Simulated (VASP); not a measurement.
# SnO (P4/nmm) in VASP: notebook

The runs below take SnO through single point, with revPBE+D4.

Everything below comes from runs of VASP 6.6.1. Logs are shortened: lines on timing, memory, paths and dates and some standing lists are left out, and cuts for length are marked.

## 1. The cell of the first run

Symmetry: P4/nmm, No. 129, tetragonal system. Conventional cell: a = 3.839 Å, b = 3.839 Å, c = 4.919 Å, α = 90.00°, β = 90.00°, γ = 90.00°. Within 3.0 Å of Sn (site symmetry 4mm) lie 4 O at 2.24 Å. Within 3.0 Å of O (site symmetry -4m2) lie 4 Sn at 2.24 Å and 4 O at 2.71 Å.

## 2. Single point, revPBE+D4

Contents of INCAR:

```
  ALGO = Normal
  EDIFF = 1E-6
  ENCUT = 600
  GGA = RE
  GGA_COMPAT = False
  ISIF = 2
  ISMEAR = -1
  IVDW = 13
  LASPH = True
  LCHARG = False
  LREAL = False
  LWAVE = False
  NBANDS = 28
  NELM = 120
  PREC = Accurate
  SIGMA = 0.05
```

Contents of KPOINTS:

```
k-points
0
Gamma
  7 7 6
```

Contents of POSCAR:

```
SnO
1.0
    3.8389522158      0.0000000000      0.0000000000
    0.0000000000      3.8389522158      0.0000000000
    0.0000000000      0.0000000000      4.9192779074
Sn O
2 2
Direct
    0.5000000000      0.0000000000      0.7646261400
    0.0000000000      0.5000000000      0.2353738600
    0.0000000000      0.0000000000      0.0000000000
    0.5000000000      0.5000000000      0.0000000000
```

Potentials or basis: VASP PAW PBE potentials, release 64 (Sn_d, O).

The run is started by

```sh
$ cat potpaw_PBE.64/Sn_d/POTCAR potpaw_PBE.64/O/POTCAR > POTCAR
$ mpirun -np 1 vasp_std > vasp.out
```

OUTCAR:

```text
EDIFF = 1E-6
   ENCUT = 600
   GGA = RE
   ISIF = 2
   ISMEAR = -1
   IVDW = 13
   LASPH = True
   LREAL = False
   NELM = 120
   PREC = Accurate

 ion  position               nearest neighbor table
   1  0.500  0.000  0.765-   3 2.24   4 2.24   4 2.24   3 2.24   2 3.57   2 3.57   2 3.57   2 3.57

   2  0.000  0.500  0.235-   3 2.24   4 2.24   3 2.24   4 2.24   1 3.57   1 3.57   1 3.57   1 3.57

   3  0.000  0.000  0.000-   1 2.24   2 2.24   2 2.24   1 2.24
   4  0.500  0.500  0.000-   1 2.24   2 2.24   1 2.24   2 2.24

  LATTYP: Found a simple tetragonal cell.
 ALAT       =     3.8389522158
 C/A-ratio  =     1.2814116016

  Lattice vectors:

 A1 = (   3.8389522158,   0.0000000000,   0.0000000000)
 A2 = (   0.0000000000,   3.8389522158,   0.0000000000)
 A3 = (   0.0000000000,   0.0000000000,   4.9192779074)

Analysis of symmetry for initial positions (statically):
=====================================================================
 Subroutine PRICEL returns:
 Original cell was already a primitive cell.

 Routine SETGRP: Setting up the symmetry group for a
 simple tetragonal supercell.

 Subroutine GETGRP returns: Found 16 space group operations
 (whereof  8 operations were pure point group operations)
 out of a pool of 16 trial point group operations.

The static configuration has the point symmetry D_2d.
 The point group associated with its full space group is D_4h.

Analysis of symmetry for dynamics (positions and initial velocities):
=====================================================================
 Subroutine PRICEL returns:
 Original cell was already a primitive cell.

 Routine SETGRP: Setting up the symmetry group for a
 simple tetragonal supercell.

 Subroutine GETGRP returns: Found 16 space group operations
 (whereof  8 operations were pure point group operations)
 out of a pool of 16 trial point group operations.

The dynamic configuration has the point symmetry D_2d.
 The point group associated with its full space group is D_4h.

 Subroutine INISYM returns: Found 16 space group operations
 (whereof  8 operations are pure point group operations),
 and found     1 'primitive' translations

----------------------------------------------------------------------------------------

                                     Primitive cell

  volume of cell :      72.4981

  direct lattice vectors                    reciprocal lattice vectors
     3.838952216  0.000000000  0.000000000     0.260487743  0.000000000  0.000000000
     0.000000000  3.838952216  0.000000000     0.000000000  0.260487743  0.000000000
     0.000000000  0.000000000  4.919277907     0.000000000  0.000000000  0.203281868

  length of vectors
     3.838952216  3.838952216  4.919277907     0.260487743  0.260487743  0.203281868

  position of ions in fractional coordinates (direct lattice)
     0.500000000  0.000000000  0.764626140
     0.000000000  0.500000000  0.235373860
     0.000000000  0.000000000  0.000000000
     0.500000000  0.500000000  0.000000000

  ion indices of the primitive-cell ions
   primitive index   ion index
                 1           1
                 2           2
                 3           3
                 4           4

----------------------------------------------------------------------------------------

 KPOINTS: k-points

Automatic generation of k-mesh.
 Grid dimensions read from file:
 generate k-points for:    7    7    6

 Generating k-lattice:

  Cartesian coordinates                     Fractional coordinates (reciprocal lattice)
     0.037212535  0.000000000  0.000000000     0.142857143  0.000000000  0.000000000
     0.000000000  0.037212535  0.000000000     0.000000000  0.142857143  0.000000000
     0.000000000  0.000000000  0.033880311     0.000000000  0.000000000  0.166666667

  Length of vectors
     0.037212535  0.037212535  0.033880311

  Shift w.r.t. Gamma in fractional coordinates (k-lattice)
     0.000000000  0.000000000  0.000000000

 Subroutine IBZKPT returns following result:
 ===========================================

 Found     40 irreducible k-points:

 Following reciprocal coordinates:
            Coordinates               Weight
  0.000000  0.000000  0.000000      1.000000
  0.142857  0.000000  0.000000      4.000000
  0.285714  0.000000  0.000000      4.000000
  0.428571  0.000000  0.000000      4.000000
  0.142857  0.142857  0.000000      4.000000
  0.285714  0.142857  0.000000      8.000000
[... 16 lines left out ...]
  0.285714  0.000000  0.333333      8.000000
  0.428571  0.000000  0.333333      8.000000
 [... further k-points ...]
   k-points           NKPTS =     40   k-points in BZ     NKDIM =     40   number of bands    NBANDS=     28
   number of dos      NEDOS =    301   number of ions     NIONS =      4
   total plane-waves  NPLWV =  40960
   dimension x,y,z NGX =    32 NGY =   32 NGZ =   40
   dimension x,y,z NGXF=    64 NGYF=   64 NGZF=   80
   ions per type =               2   2
   NGX,Y,Z   is equivalent  to a cutoff of  13.86, 13.86, 13.52 a.u.
   NGXF,Y,Z  is equivalent  to a cutoff of  27.72, 27.72, 27.04 a.u.
 SYSTEM =  unknown system
   PREC   = accura    normal or accurate (medium, high low for compatibility)
   ISTART =      0    job   : 0-new  1-cont  2-samecut
   ICHARG =      2    charge: 1-file 2-atom 10-const
   ISPIN  =      1    spin polarized calculation?
   LNONCOLLINEAR =      F non collinear calculations
   LSORBIT =      F    spin-orbit coupling
   LASPH  =      T    aspherical Exc in radial PAW
   ENCUT  =  600.0 eV  44.10 Ry    6.64 a.u.   7.67  7.67  9.83*2*pi/ulx,y,z
   NELM   =    120;   NELMIN=  2; NELMDL= -5     # of ELM steps
   EDIFF  = 0.1E-05   stopping-criterion for ELM
   LREAL  =      F    real-space projection
   EDIFFG = 0.1E-04   stopping-criterion for IOM
   NSW    =      0    number of steps for IOM
   IBRION =     -1    ionic relax: 0-MD 1-quasi-New 2-CG
   NFREE  =      0    steps in history (QN), initial steepest desc. (CG)
   ISIF   =      2    stress and relaxation
   ISYM   =      2    0-nonsym 1-usesym 2-fastsym
   POTIM  = 0.5000    time-step for ionic-motion
   TEBEG  =    0.0;   TEEND  =   0.0 temperature during run
   PSTRESS=    0.0 pullay stress
   NELECT =      40.0000    total number of electrons
   NUPDOWN=      -1.0000    fix difference up-down
   EMIN   =  10.00;   EMAX   =-10.00  energy-range for DOS
   EFERMI =   0.00;   METHOD = LEGACY
   ISMEAR =    -1;   SIGMA  =   0.05  broadening in eV -4-tet -1-fermi 0-gaus
   EFERMI_NEDOS =   21; number of points for ismear=-14 and -15
   IALGO  =     38    algorithm
   IMIX   =      4    mixing-type and parameters
     AMIX     =   0.40;   BMIX     =  1.00
     AMIX_MAG =   1.60;   BMIX_MAG =  1.00
  volume/ion in A,a.u.               =      18.12       122.31
  Fermi-wavevector in a.u.,A,eV,Ry     =   1.342721  2.537375 24.529953  1.802901
  Thomas-Fermi vector in A             =   2.470853
   LORBIT       =      0    0 simple, 1 ext, 2 COOP (PROOUT), +10 PAW based schemes
   GGA     = RE    functional components
   LHFCALC =     F    Hartree Fock is set to
   AEXX    =    0.0000 exact exchange contribution
   IVDW    =    13    specifies the selected vdW correction
   LEPSILON=     F    determine dielectric tensor
   LRPA    =     F    only Hartree local field effects (RPA)
 non-spin polarized calculation
  energy-cutoff  :      600.00
  volume of cell :       72.50
 maximum number of plane-waves:      2440
 NGX is ok and might be reduce to    32
   NGX = 15   NGY = 15   NGZ = 19

 number of electron      40.0000002 magnetization

 Free energy of the ion-electron system (eV)
  ---------------------------------------------------
  ext. energy  EPLUGINS =         0.00000000
  ---------------------------------------------------
  free energy    TOTEN  =       -21.38539463 eV

  energy without entropy =      -21.38523495  energy(sigma->0) =      -21.38531479

 E-fermi :   7.0621     XC(G=0):  -9.9389

 val. band max:        6.8447197104   @ k =   0.0000   0.0000   0.0000
 cond. band min:       7.2925672245   @ k =   0.4286   0.4286   0.0000
 fundamental gap:      0.4478475140
 Fermi energy:         7.0620856027

 k-point     1 :       0.0000    0.0000    0.0000
  band No.  band energies     occupation
      1     -15.1293      2.00000
      2     -14.7333      2.00000
      3     -14.7310      2.00000
      4     -14.7310      2.00000
      5     -14.6995      2.00000
      6     -14.6845      2.00000
[... 20 lines left out ...]
     27      13.6505      0.00000
     28      14.1006      0.00000

 k-point     2 :       0.1429    0.0000    0.0000
  band No.  band energies     occupation
      1     -15.1184      2.00000
      2     -14.7362      2.00000
      3     -14.7276      2.00000
      4     -14.7271      2.00000
      5     -14.7011      2.00000
      6     -14.6909      2.00000
[... 20 lines left out ...]
     27      13.8893      0.00000
     28      15.5151      0.00000

 k-point     3 :       0.2857    0.0000    0.0000
  band No.  band energies     occupation
      1     -15.0880      2.00000
      2     -14.8396      2.00000
      3     -14.7178      2.00000
      4     -14.7173      2.00000
      5     -14.7044      2.00000
      6     -14.6987      2.00000
[... 20 lines left out ...]
     27      14.2520      0.00000
     28      17.6843      0.00000

 k-point     4 :       0.4286    0.0000    0.0000
  band No.  band energies     occupation
      1     -15.0368      2.00000
      2     -14.9551      2.00000
      3     -14.7099      2.00000
      4     -14.7070      2.00000
      5     -14.7039      2.00000
      6     -14.6953      2.00000
[... 578 lines left out ...]
     27      14.6203      0.00000
     28      15.7115      0.00000

 k-point    23 :       0.2857    0.0000    0.3333
  band No.  band energies     occupation
      1     -15.0861      2.00000
      2     -14.8580      2.00000
      3     -14.7277      2.00000
      4     -14.7083      2.00000
      5     -14.7035      2.00000
      6     -14.7023      2.00000
[... 20 lines left out ...]
     27      15.1009      0.00000
     28      17.1879      0.00000

 k-point    24 :       0.4286    0.0000    0.3333
  band No.  band energies     occupation
      1     -15.0427      2.00000
      2     -14.9683      2.00000
      3     -14.7302      2.00000
      4     -14.7233      2.00000
      5     -14.6970      2.00000
      6     -14.6941      2.00000
[... 20 lines left out ...]
     27      15.6674      0.00000
     28      16.5227      0.00000

 [... further k-points ...]

------------------------ aborting loop because EDIFF is reached ----------------------------------------

  DFT-D4 for vdW energy calculation

  Edisp (eV):   -1.83202

  FORCE on cell =-STRESS in cart. coord.  units (eV):
  Direction    XX          YY          ZZ          XY          YZ          ZX
  --------------------------------------------------------------------------------------
  -------------------------------------------------------------------------------------
  Total       0.10710     0.10710    -0.17558     0.00000     0.00000     0.00000
  in kB       2.36684     2.36684    -3.88030     0.00000     0.00000     0.00000
  external pressure =        0.28 kB  Pullay stress =        0.00 kB

 VOLUME and BASIS-vectors are now :
 -----------------------------------------------------------------------------
  energy-cutoff  :      600.00
  volume of cell :       72.50
      direct lattice vectors                 reciprocal lattice vectors
     3.838952216  0.000000000  0.000000000     0.260487743  0.000000000  0.000000000
     0.000000000  3.838952216  0.000000000     0.000000000  0.260487743  0.000000000
     0.000000000  0.000000000  4.919277907     0.000000000  0.000000000  0.203281868

 POSITION                                       TOTAL-FORCE (eV/Angst)
 -----------------------------------------------------------------------------------
      1.91948      0.00000      3.76141         0.000000     -0.000000     -0.345805
      0.00000      1.91948      1.15787         0.000000      0.000000      0.345805
      0.00000      0.00000      0.00000         0.000000      0.000000      0.000000
      1.91948      1.91948      0.00000         0.000000     -0.000000      0.000000
 -----------------------------------------------------------------------------------
    total drift:                                0.000000     -0.000000     -0.000000

  FREE ENERGIE OF THE ION-ELECTRON SYSTEM (eV)
  ---------------------------------------------------
  free  energy   TOTEN  =       -23.2174132272 eV

  energy  without entropy=      -23.2172535483  energy(sigma->0) =      -23.21733339
```

Wall time 1.9 min (1 thread of Intel Xeon 8259CL, shared host); peak memory 0.24 GiB.

Results:

```
Free energy                : -23.2174 eV
Pressure                   : 0.0 GPa
Largest force              : 0.346 eV/Å
Band gap on the k mesh     : 0.45 eV (least direct gap 2.03 eV)
Dispersion energy per atom : -0.458 eV
```

Forces on the atoms (eV/Å):
```
Sn   0.000  0.000 -0.346
Sn   0.000  0.000  0.346
O    0.000  0.000  0.000
O    0.000  0.000  0.000
```

Stress tensor (GPa, compression positive):
```
 0.24  0.00  0.00
 0.00  0.24  0.00
 0.00  0.00 -0.39
```

Levels at points of the mesh, in eV from the valence-band top:
| k point | band 18 | band 19 | band 20 | band 21 | band 22 | band 23 |
| --- | --- | --- | --- | --- | --- | --- |
| (0.00, 0.00, 0.00) | -3.06 | -3.06 | 0.00 | 2.03 | 4.35 | 4.73 |
| (0.00, 0.00, 0.50) | -3.08 | -3.08 | -2.13 | 1.77 | 3.08 | 3.08 |

Caveat: the PAW data sets were made with another functional, which shifts forces and pressure a little; spin-orbit coupling is left out, which moves the levels of the heavy elements; an odd mesh through Γ misses points on the zone boundary, where band edges can lie.

[end of part 1 of 2]
